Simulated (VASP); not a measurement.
HfN, 2 atoms in the cell. It takes space group I4/mmm (No. 139, tetragonal). The conventional cell has a = 2.939 Å, b = 2.939 Å, c = 4.337 Å, α = 90.00°, β = 90.00°, γ = 90.00°. Within 2.8 Å of Hf (site symmetry 4/mmm) lie 6 N at 2.08 to 2.17 Å. Within 2.8 Å of N (site symmetry 4/mmm) lie 6 Hf at 2.08 to 2.17 Å.  This cell differs from its parent crystal: strain -0.080 along x and y, -0.040 along z.

- Program: VASP 6.6.1
- Task: single point
- Functional: PBEsol
- Potentials or basis: VASP PAW PBE potentials, release 64 (Hf_pv, N)
- Cutoff: 520 eV
- k mesh: 18 × 18 × 18
- Occupations: gaussian, width 0.15 eV
- Spin: no spin polarisation
- Dipole correction: no
- Further INCAR settings: ALGO = Normal; EDIFF = 1e-06; NBANDS = 14

Potentials or basis: VASP PAW PBE potentials, release 64 (Hf_pv, N).

Run with:

```console
$ cat potpaw_PBE.64/Hf_pv/POTCAR potpaw_PBE.64/N/POTCAR > POTCAR
$ mpirun -np 1 vasp_std > vasp.out
```

Hardware: 1 thread of Intel Xeon 8259CL, on a shared host.

Problem. How long does it take, and how much memory?

Solution. Run time: 2.3 min on 1 thread of Intel Xeon 8259CL, with other jobs on the host, peak memory 0.25 GiB. Counts: scf iterations 12, k points 480.
